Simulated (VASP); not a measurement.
Set up this calculation in VASP 6.6.1, as the native input.

```yaml
Task: single point
Functional: PBE
Dispersion: D4
Potentials_or_basis: VASP PAW PBE potentials, release 64 (Ni, Al)
Cutoff: 520 eV
k_mesh: 8 × 8 × 8
Occupations: fermi-dirac, width 0.05 eV
Spin: collinear spin, ferromagnetic start
Starting_moments: "[1.0, 1.0, 1.0, 0.0] μB"
Dipole_correction: no
Further_INCAR_settings: ALGO = Fast; EDIFF = 1e-06; NBANDS = 28
```

The structure of AlNi3 lies in POSCAR:

```
AlNi3
1.0
    3.5289025299      0.0000000000      0.0000000000
    0.0000000000      3.5289025299      0.0000000000
    0.0000000000      0.0000000000      3.5289025299
Ni Al
3 1
Direct
    0.5000000000      0.5000000000      0.0000000000
    0.5000000000      0.0000000000      0.5000000000
    0.0000000000      0.5000000000      0.5000000000
    0.0000000000      0.0000000000      0.0000000000
```

These files were run (other wordings do the same):

INCAR

```
ALGO     = Fast           # electronic algorithm
EDIFF    = 1E-6           # SCF threshold, eV
ENCUT    = 520            # plane-wave cutoff, eV
GGA      = PE             # functional
ISIF     = 2              # what is computed and relaxed
ISMEAR   = -1             # smearing method
ISPIN    = 2              # spin polarisation
IVDW     = 13             # dispersion correction
LASPH    = T              # aspherical terms in the spheres
LCHARG   = F              # write CHGCAR
LMAXMIX  = 4              # l up to which the mixer works
LORBIT   = 11             # projections on sites
LREAL    = F              # projectors in reciprocal space
LWAVE    = F              # write WAVECAR
MAGMOM   = 1 1 1 0        # initial moments
NBANDS   = 28             # bands
NELM     = 150            # most SCF steps
PREC     = Accurate       # precision mode
SIGMA    = 0.05           # smearing width, eV
```

KPOINTS

```
k-points
0
Gamma
  8 8 8
```

Potentials or basis: VASP PAW PBE potentials, release 64 (Ni, Al).

Launch:

```console
$ cat potpaw_PBE.64/Ni/POTCAR potpaw_PBE.64/Al/POTCAR > POTCAR
$ mpirun -np 1 vasp_std > vasp.out
```

Results of the run:

| Item | Value |
| --- | --- |
| Pressure | 0.0 GPa |
| Net moment | 0.67 μB per cell |
| Site moments | Ni +0.24; Al -0.01 μB |
| Valence electrons inside the program's atomic spheres | Ni 9.44; Al 0.81 |
| Dispersion energy per atom | -0.464 eV |

It took 110 s on 1 thread of Intel(R) Xeon(R) Platinum 8259CL CPU @ 2.50GHz (Skylake/Cascade Lake), on a shared host, peak memory 0.21 GiB.
